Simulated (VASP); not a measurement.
GaAs:

```
CELL_PARAMETERS angstrom
0.00000 2.87249 2.87249
2.87249 0.00000 2.87249
2.87249 2.87249 0.00000
ATOMIC_POSITIONS crystal
Ga 0.75000 0.75000 0.75000
As 0.50000 0.50000 0.50000
```

Base run:

```yaml
Program: VASP 6.6.1
Functional: r2SCAN
Potentials_or_basis: VASP PAW PBE potentials, release 64 (Ga_d, As)
Cutoff: 520 eV
k_mesh: 10 × 10 × 10
Occupations: gaussian, width 0.01 eV
Spin: no spin polarisation
```

Its results: band gap on the k mesh 0.62 eV, direct; pressure -2.6 GPa.

Problem. The run is repeated on the same cell with these changes: functional from r2SCAN to PBE. What comes out?

Solution. Band gap on the k mesh 0.16 eV, direct; pressure 0.2 GPa.

r2SCAN gives the wider gap, since meta-GGAs in the generalised Kohn-Sham scheme recover part of the derivative discontinuity.

Caveats: the PAW data sets were made with another functional, which shifts forces and pressure a little (some runs).

